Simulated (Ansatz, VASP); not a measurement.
# AlRu in VASP and in Ansatz

Contents of INCAR:

```
  PREC = Accurate
  ENCUT = 520
  EDIFF = 1E-7
  ISMEAR = 0
  SIGMA = 0.15
  LREAL = F
  LASPH = T
  NELM = 60
  ALGO = Fast
  ISIF = 2
  LWAVE = F
  LCHARG = F
  GGA = PE
  NBANDS = 25
```

File KPOINTS:

```
regular mesh
0
Gamma
  18 18 18
```

File POSCAR:

```
AlRu
1.0
   -3.0040847246      0.0000000000     -3.0040847246
    0.0000000000     -3.0040847246     -3.0040847246
   -3.0040847246     -3.0040847246      0.0000000000
Al Ru
2 2
Direct
    0.5166440046      0.4833559954      0.4833559954
   -0.0166440046      0.0166440046      0.0166440046
    0.2500000000      0.2500000000      0.2500000000
    0.7500000000      0.7500000000      0.7500000000
```

Input for Ansatz:

```yaml
crystal:
  lattice:
    - [-3.0040847246, 0.0, -3.0040847246]
    - [0.0, -3.0040847246, -3.0040847246]
    - [-3.0040847246, -3.0040847246, 0.0]
  atoms:
    - { symbol: Al, position: [0.5166440046, 0.4833559954, 0.4833559954] }
    - { symbol: Al, position: [-0.0166440046, 0.0166440046, 0.0166440046] }
    - { symbol: Ru, position: [0.25, 0.25, 0.25] }
    - { symbol: Ru, position: [0.75, 0.75, 0.75] }
basis:
  ecutwfc: 420
kpoints:
  mp_grid: { grid: [18, 18, 18] }
hamiltonian:
  xc: pbe
scf:
  occupations: { method: gaussian, width: 0.15 }
output:
  forces: true
  stress: true
  eigenvalues: true
```

Change from the starting cell: mode 10 (331.0 1/cm) frozen in, largest displacement -0.100 Å.

Alike in both runs: task single point; functional PBE; k mesh 18 × 18 × 18; occupations gaussian, width 0.15 eV; no spin polarisation.

```csv
,VASP,Ansatz
version,VASP 6.6.1,Ansatz 0.2.0
potentials or method,"VASP PAW PBE potentials, release 64 (Al, Ru_pv), cutoff 520 eV","scalar-relativistic, plane waves, PAW"
valence electrons in the cell,34,38
```

Ansatz gave:

- gap on the k mesh at the Fermi level (eV): none
- pressure (GPa): 0.9
- traceless stress, the component that is largest in VASP (GPa): 0.18
- rms of the force components (eV/Å): 0.456

**Question.** What did VASP give for the same quantities?

**Answer.** gap on the k mesh at the Fermi level (eV): none; pressure (GPa): 0.9; traceless stress, the component that is largest in VASP (GPa): 0.18; rms of the force components (eV/Å): 0.457.

Atom by atom the forces differ by 0.001 eV/Å (rms over components). A gap of «none» marks a metal or a gap that the smearing closes. VASP's potentials hold 34 valence electrons a cell and Ansatz's 38, so a difference there can come from the potentials and not from the codes.
